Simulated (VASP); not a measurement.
Runs of VASP 6.6.1 on NiO. The structure is that of space group P4_2/mmc (No. 131), or close to it. The cells are those of the table. 

```tsv
task	cell	cutoff (eV)	gap on the mesh (eV)	pressure (GPa)
single point	a = 2.867, b = 2.867, c = 5.029 Å, 4 atoms	520	none	-4.5
single point	a = 2.711, b = 2.711, c = 4.969 Å, 4 atoms	520	none	21.2
relaxation of shape and atoms at fixed volume	relaxed from a = 2.939, b = 2.939, c = 5.111 Å, 4 atoms	600	none	-13.6
single point	a = 2.792, b = 2.792, c = 4.992 Å, 4 atoms	520	none	6.4
single point	a = 2.667, b = 2.667, c = 4.963 Å, 4 atoms	520	none	(a)
```

Alike in all rows: level PBE; potentials or basis VASP PAW PBE potentials, release 64 (Ni, O); no spin polarisation; k mesh 16 × 16 × 10; smearing gaussian 0.1 eV.

Fill in the values left out.

(a) 30.5.

Caveats: the run has no spin polarisation, though such a crystal can be magnetic; semilocal functionals often make such compounds metallic where correlation or magnetic order opens a gap, which also shifts bond lengths.

A gap of «none» marks levels without a gap at the run's occupations.
